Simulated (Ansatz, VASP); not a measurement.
One calculation of Ni, two programs

INCAR

```
SYSTEM = Ni
PREC = Accurate ; ENCUT = 590
EDIFF = 1E-6 ; ISMEAR = -1
SIGMA = 0.05 ; LREAL = .FALSE.
LASPH = .TRUE. ; NELM = 200
ALGO = Normal ; ISIF = 2
LWAVE = .FALSE. ; LCHARG = .FALSE.
ISPIN = 2 ; MAGMOM = 1
LORBIT = 11 ; LMAXMIX = 4
GGA = PS ; NBANDS = 19
GGA_COMPAT = .FALSE.
```

The input KPOINTS:

```
Automatic mesh
0
G
  11 11 11
  0 0 0
```

The input POSCAR:

```
Ni
1.0
    0.0000000000      1.7375729330      1.6680700157
    1.7375729330      0.0000000000      1.6680700157
    1.7375729330      1.7375729330      0.0000000000
Ni
1
Direct
    0.0000000000      0.0000000000      0.0000000000
```

File input.yaml:

```yaml
crystal:
  lattice:
    - [0.0, 1.737572933, 1.6680700157]
    - [1.737572933, 0.0, 1.6680700157]
    - [1.737572933, 1.737572933, 0.0]
  atoms:
    - { symbol: Ni, position: [0.0, 0.0, 0.0], spin: 1.0 }
hamiltonian:
  xc: pbesol
  pseudopotentials: { kind: paw }
magnetization:
  spin_polarized: true
kpoints:
  mp_grid: { grid: [11, 11, 11] }
scf:
  occupations: { method: fermi_dirac, width: 0.05 }
output:
  forces: true
  stress: true
  eigenvalues: true
  write_density: true
  write_potential: true
  elf: true
  volumetric_format: npy
```

Alike in both runs: task single point; functional PBEsol; k mesh 11 × 11 × 11; occupations fermi-dirac, width 0.05 eV; collinear spin.

|  | VASP | Ansatz |
| --- | --- | --- |
| version | VASP 6.6.1 | Ansatz 0.2.0 |
| potentials or method | VASP PAW PBE potentials, release 64 (Ni_sv_GW) | Ansatz PAW |
| plane-wave cutoff (eV) | 590 | 420 |
| valence electrons in the cell | 18 | 18 |

```tsv
	VASP	Ansatz	Ansatz less VASP
gap on the k mesh at the Fermi level (eV)	none	none	-
pressure (GPa)	3.1	7.3	+4.27
traceless stress, the component that is largest in VASP (GPa)	3.85	3.82	-0.033
net moment per atom (μB)	0.57	0.57	0.000
size of the moment on the site where the two differ most (μB)	0.61	0.61	+0.001
```

VASP's potentials were made for PBE, not for PBEsol. Site moments also hang on the region over which each program counts them. A gap of «none» marks a metal or a gap that the smearing closes. One of these differences is far larger than is usual between the two programs; its cause wasn't traced.
